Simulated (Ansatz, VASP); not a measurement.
# One calculation of As, two programs

INCAR

```
ALGO = Normal
EDIFF = 1E-7
ENCUT = 520
GGA = PE
ISIF = 2
ISMEAR = 0
LASPH = True
LCHARG = False
LREAL = False
LWAVE = False
NBANDS = 18
NELM = 80
PREC = Accurate
SIGMA = 0.05
```

The input KPOINTS:

```
k-points
0
Gamma
  10 8 10
```

File POSCAR:

```
As
1.0
    3.6500000000      0.0000000000      0.0000000000
    0.0000000000      0.0000000000     -4.4700000000
   -1.8250000000      5.5000000000      0.0000000000
As
4
Direct
    0.8900000000      0.9400000000      0.7800000000
    0.3900000000      0.5600000000      0.7800000000
    0.1100000000      0.0600000000      0.2200000000
    0.6100000000      0.4400000000      0.2200000000
```

Input for Ansatz:

```yaml
crystal:
  lattice:
    - [3.65, 0.0, 0.0]
    - [0.0, 0.0, -4.47]
    - [-1.825, 5.5, 0.0]
  atoms:
    - { symbol: As, position: [0.89, 0.94, 0.78] }
    - { symbol: As, position: [0.39, 0.56, 0.78] }
    - { symbol: As, position: [0.11, 0.06, 0.22] }
    - { symbol: As, position: [0.61, 0.44, 0.22] }
basis:
  ecutwfc: 500
  fft_grid_basis: typed
kpoints:
  mp_grid: { grid: [10, 8, 10] }
hamiltonian:
  xc: pbe
  pseudopotentials: { kind: paw }
scf:
  occupations: { method: gaussian, width: 0.05 }
output:
  forces: true
  stress: true
  eigenvalues: true
  bader: true
  write_density: true
  volumetric_format: npy
  elf: true
```

Alike in both runs: task single point; functional PBE; k mesh 10 × 8 × 10; occupations gaussian, width 0.05 eV; no spin polarisation.

```csv
,VASP,Ansatz
version,VASP 6.6.1,Ansatz 0.2.0
potentials or method,"VASP PAW PBE potentials, release 64 (As), cutoff 520 eV","scalar-relativistic, plane waves, PAW"
valence electrons in the cell,20,60
```

Ansatz gave:

| Quantity | Value |
| --- | --- |
| gap on the k mesh at the Fermi level (eV) | none |
| pressure (GPa) | 3.0 |
| traceless stress, the component that is largest in VASP (GPa) | 0.87 |
| rms of the force components (eV/Å) | 0.075 |

Problem. Which values does VASP return?

Solution. gap on the k mesh at the Fermi level (eV): none; pressure (GPa): 3.3; traceless stress, the component that is largest in VASP (GPa): 0.84; rms of the force components (eV/Å): 0.096.

Atom by atom the forces differ by 0.037 eV/Å (rms over components). A gap of «none» marks a metal or a gap that the smearing closes. VASP's potentials hold 20 valence electrons a cell and Ansatz's 60, so a difference there can come from the potentials and not from the codes.
